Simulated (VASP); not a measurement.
InAs: single point with PBE

InAs:

```
In As
1.0
     0.00000    3.09244    3.09244
     3.09244    0.00000    3.09244
     3.09244    3.09244    0.00000
In As
1 1
Direct
  0.00000 0.00000 0.00000
  0.25000 0.25000 0.25000
```

```
Program                : VASP 6.6.1
Task                   : single point
Functional             : PBE
Potentials or basis    : VASP PAW PBE potentials, release 64 (In_d, As)
Cutoff                 : 520 eV
k mesh                 : 12 × 12 × 12
Occupations            : gaussian, width 0.1 eV
Spin                   : non-collinear spin, zero start, spin-orbit coupling
Starting moments       : [[0.0, 0.0, 0.0], [0.0, 0.0, 0.0]] μB
Dipole correction      : no
Further INCAR settings : ALGO = Normal; EDIFF = 1e-07; NBANDS = 30
```

| Property | Result |
| --- | --- |
| Pressure | 0.1 GPa |
| Net moment | 0.00 μB per cell |
| Valence electrons inside the program's atomic spheres | In 11.40; As 2.77 |

Moments on the atoms (μB; x, y, z):
```
In  0.00 0.00 0.00
As  0.00 0.00 0.00
```

Run time: 4.8 min on 1 thread of Intel(R) Xeon(R) 6975P-C (Granite Rapids), on a shared host, peak memory 0.58 GiB.
